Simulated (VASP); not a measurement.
A run of VASP 6.6.1 is set up as follows.

Contents of INCAR:

```
SYSTEM = Zn
ALGO = Normal
EDIFF = 1E-6
ENCUT = 500
GGA = PS
GGA_COMPAT = .False.
ISIF = 2
ISMEAR = 0
LASPH = .True.
LCHARG = .True.
LELF = .True.
LREAL = .False.
LVHAR = .True.
LWAVE = .False.
NBANDS = 19
NELM = 120
PREC = Accurate
SIGMA = 0.15
```

KPOINTS

```
k-points
0
Gamma
  24 24 10
  0 0 0
```

POSCAR

```
Zn
1.0
    2.6647980532      0.0000000000      0.0000000000
   -1.3323990266      2.3077828100      0.0000000000
    0.0000000000      0.0000000000      4.9467000000
Zn
2
Direct
    0.3008346079      0.6016692157      0.2500000000
    0.6666666667      0.3333333333      0.7500000000
```

Potentials or basis: VASP PAW PBE potentials, release 64 (Zn).

Run with:

```console
$ cat potpaw_PBE.64/Zn/POTCAR > POTCAR
$ mpirun -np 1 vasp_std > vasp.out
```

(1) Estimate the largest force.

(2) What does it give for the band gap on the k mesh?

(3) Predict the pressure.

Answers

(1) 0.063 eV/Å.

(2) zero (bands 12 and 13 overlap by 4.50 eV).

(3) -4.9 GPa.

Caveat: the cell differs from its parent crystal (atom 1 (Zn) moved by (-0.150, +0.000) A along y and z); the cell stands under tension; the PAW data sets were made with another functional, which shifts forces and pressure a little.
